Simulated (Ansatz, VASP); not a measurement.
**MgO in VASP and in Ansatz**

```
Mg O
1.0
     3.57440    0.00000    0.00000
    -1.78720    3.09552    0.00000
     0.00000    0.00000    4.44370
Mg O
2 2
Direct
  0.66667 0.33333 0.75000
  0.33333 0.66667 0.25000
  0.66667 0.33333 0.25000
  0.33333 0.66667 0.75000
```

Alike in both runs: task single point; functional PBE; k mesh 9 × 9 × 6; occupations gaussian, width 0.05 eV; no spin polarisation.

|  | VASP | Ansatz |
| --- | --- | --- |
| version | VASP 6.6.1 | Ansatz 0.2.0 |
| potentials or method | VASP PAW PBE potentials, release 64 (Mg, O), cutoff 520 eV | scalar-relativistic, plane waves, PAW |
| valence electrons in the cell | 16 | 32 |

VASP gave:

* gap on the k mesh at the Fermi level (eV): 2.82
* least direct gap on the mesh (eV): 2.82
* pressure (GPa): -8.6
* traceless stress, the component that is largest in VASP (GPa): -2.15

Q: Estimate Ansatz's values.

A: gap on the k mesh at the Fermi level (eV): 2.84; least direct gap on the mesh (eV): 2.84; pressure (GPa): -8.1; traceless stress, the component that is largest in VASP (GPa): -2.07.

The functional is the same, so the differences come from potentials, cutoffs and numerics. VASP's potentials hold 16 valence electrons a cell and Ansatz's 32, so a difference there can come from the potentials and not from the codes.
